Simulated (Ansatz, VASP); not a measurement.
This is a calculation of SnN2F2 for Ansatz 0.2.0.

input.yaml

```yaml
crystal:
  lattice:
    - [4.397039, -2.647013, 0.0]
    - [4.397039, 2.647013, 0.0]
    - [-1.252948, 0.0, 3.52112]
  atoms:
    - { symbol: Sn, position: [0.0, 0.0, 0.0] }
    - { symbol: F, position: [0.172356, 0.172356, 0.636529] }
    - { symbol: F, position: [0.827644, 0.827644, 0.363471] }
    - { symbol: "N", position: [0.461994, 0.461994, 0.093931] }
    - { symbol: "N", position: [0.538006, 0.538006, 0.906069] }
hamiltonian:
  xc: pbe
  pseudopotentials: { kind: paw }
kpoints:
  mp_grid: { grid: [6, 6, 8] }
scf:
  occupations: { method: gaussian, width: 0.1 }
output:
  forces: true
  stress: true
  eigenvalues: true
```

Potentials or basis: Ansatz PAW.

Command:

```sh
$ ansatz run input.yaml --threads 1 --pin off --max-ram 3584MiB --backend cpu --events-out ev --progress --plain --runs-dir out
```

Task: Translate it to VASP 6.6.1. Potentials there: VASP PAW PBE potentials, release 64 (Sn_d, F, N).

Result: As run (the cutoff follows the program's own potentials):

Contents of INCAR:

```
  ALGO = Normal
  EDIFF = 1E-6
  ENCUT = 600
  GGA = PE
  GGA_COMPAT = F
  ISIF = 2
  ISMEAR = 0
  LASPH = T
  LCHARG = T
  LELF = T
  LREAL = F
  LVHAR = T
  LWAVE = F
  NBANDS = 27
  NELM = 120
  PREC = Accurate
  SIGMA = 0.1
```

The input KPOINTS:

```
k-points
0
Gamma
  6 6 8
```

The input POSCAR:

```
SnN2F2
1.0
    4.3970390000     -2.6470130000      0.0000000000
    4.3970390000      2.6470130000      0.0000000000
   -1.2529480000      0.0000000000      3.5211200000
Sn F N
1 2 2
Direct
    0.0000000000      0.0000000000      0.0000000000
    0.1723560000      0.1723560000      0.6365290000
    0.8276440000      0.8276440000      0.3634710000
    0.4619940000      0.4619940000      0.0939310000
    0.5380060000      0.5380060000      0.9060690000
```

Potentials or basis: VASP PAW PBE potentials, release 64 (Sn_d, F, N).

The run is started by

```sh
$ cat potpaw_PBE.64/Sn_d/POTCAR potpaw_PBE.64/F/POTCAR potpaw_PBE.64/N/POTCAR > POTCAR
$ mpirun -np 1 vasp_std > vasp.out
```

Both were run:

|  | VASP | Ansatz | Ansatz less VASP |
| --- | --- | --- | --- |
| gap on the k mesh at the Fermi level (eV) | 0.96 | 0.97 | +0.003 |
| least direct gap on the mesh (eV) | 0.96 | 0.97 | +0.003 |
| pressure (GPa) | 6.1 | 5.3 | -0.76 |
| traceless stress, the component that is largest in VASP (GPa) | 9.93 | 10.89 | +0.957 |
| rms of the force components (eV/Å) | 0.104 | 0.568 | +0.4640 |

Atom by atom the forces differ by 0.483 eV/Å (rms over components). One of these differences is far larger than is usual between the two programs; its cause wasn't traced.

Noted on VASP's run: the standard files for N, O and F lose accuracy on very short bonds.
